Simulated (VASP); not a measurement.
Here is a VASP 6.6.1 calculation.

Contents of INCAR:

```
ALGO = Normal
EDIFF = 1E-7
EDIFFG = -0.01
ENCUT = 500
GGA_COMPAT = F
IBRION = 2
ISIF = 3
ISMEAR = 0
LASPH = T
LCHARG = F
LREAL = F
LWAVE = F
NELM = 120
NELMIN = 4
NSW = 60
PREC = Accurate
PSTRESS = 400.0
SIGMA = 0.05
```

File KPOINTS:

```
k-points
0
Gamma
  7 7 7
```

The input POSCAR:

```
Pd
1.0
    0.0000000000      2.6750000000      2.6750000000
    2.6750000000      0.0000000000      2.6750000000
    2.6750000000      2.6750000000      0.0000000000
Pd
2
Direct
    1.0000000000      1.0000000000      1.0000000000
    0.2500000000      0.2500000000      0.2500000000
```

Potentials or basis: VASP PAW LDA potentials, release 64 (Pd).

Launch:

```bash
$ cat potpaw_LDA.64/Pd/POTCAR > POTCAR
$ mpirun -np 1 vasp_std > vasp.out
```

Task: Estimate the relaxed volume.

Result: 17.45 Å³/atom.

Task: Predict the band gap on the k mesh.

Result: Zero (bands 10 and 11 overlap by 0.59 eV).

Final structure:
```cif
data_structure
_symmetry_space_group_name_H-M 'P 1'
_symmetry_Int_Tables_number 1
_cell_length_a 3.6681
_cell_length_b 3.6681
_cell_length_c 3.6681
_cell_angle_alpha 60.000
_cell_angle_beta 60.000
_cell_angle_gamma 60.000
_cell_volume 34.90
loop_
_atom_site_label
_atom_site_type_symbol
_atom_site_fract_x
_atom_site_fract_y
_atom_site_fract_z
_atom_site_occupancy
Pd1 Pd 0.00000 0.00000 0.00000 1
Pd2 Pd 0.25000 0.25000 0.25000 1
```

Caveat: the cell is relaxed towards a set pressure, so the run minimises the enthalpy, not the energy.
